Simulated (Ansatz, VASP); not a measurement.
**One calculation of SiB6, two programs**

Contents of INCAR:

```
SYSTEM = SiB6
PREC = Accurate ; ENCUT = 520
EDIFF = 1E-6 ; ISMEAR = 0
SIGMA = 0.1 ; LREAL = .False.
LASPH = .True. ; NELM = 60
ALGO = Normal ; ISIF = 2
LWAVE = .False. ; LCHARG = .False.
GGA = PE ; NBANDS = 20
```

KPOINTS

```
regular mesh
0
Gamma
  6 6 6
  0 0 0
```

The input POSCAR:

```
SiB6
1.0
    2.6091944600      1.5064191300      2.8394248200
   -2.6091944600      1.5064191300      2.8394248200
    0.0000000000     -3.0128382500      2.8394248200
Si B
1 6
Direct
    0.6869802800      0.6869802800      0.6869802800
    0.8554708300      0.8554708300      0.8554708300
    0.1370379200      0.7498258000      0.1370379200
    0.1370379200      0.1370379200      0.7498258000
    0.7498258000      0.1370379200      0.1370379200
    0.5300924600      0.5300924600      0.5300924600
    0.2689177200      0.2689177200      0.2689177200
```

Input for Ansatz:

```yaml
crystal:
  lattice:
    - [2.60919446, 1.50641913, 2.83942482]
    - [-2.60919446, 1.50641913, 2.83942482]
    - [0.0, -3.01283825, 2.83942482]
  atoms:
    - { symbol: Si, position: [0.68698028, 0.68698028, 0.68698028] }
    - { symbol: B, position: [0.85547083, 0.85547083, 0.85547083] }
    - { symbol: B, position: [0.13703792, 0.7498258, 0.13703792] }
    - { symbol: B, position: [0.13703792, 0.13703792, 0.7498258] }
    - { symbol: B, position: [0.7498258, 0.13703792, 0.13703792] }
    - { symbol: B, position: [0.53009246, 0.53009246, 0.53009246] }
    - { symbol: B, position: [0.26891772, 0.26891772, 0.26891772] }
basis:
  ecutwfc: 420
kpoints:
  mp_grid: { grid: [6, 6, 6] }
hamiltonian:
  xc: pbe
scf:
  occupations: { method: gaussian, width: 0.1 }
  lower_state_search: "off"
output:
  forces: true
  stress: true
  eigenvalues: true
```

Alike in both runs: task single point; functional PBE; k mesh 6 × 6 × 6; occupations gaussian, width 0.1 eV; no spin polarisation.

```csv
,VASP,Ansatz
version,VASP 6.6.1,Ansatz 0.2.0
potentials or method,"VASP PAW PBE potentials, release 64 (Si, B), cutoff 520 eV","scalar-relativistic, plane waves, PAW"
valence electrons in the cell,22,22
```

```csv
,VASP,Ansatz,Ansatz less VASP
gap on the k mesh at the Fermi level (eV),none,none,-
rms of the force components (eV/Å),10.429,10.383,-0.0463
```

Atom by atom the forces differ by 0.052 eV/Å (rms over components). A gap of «none» marks a metal or a gap that the smearing closes.
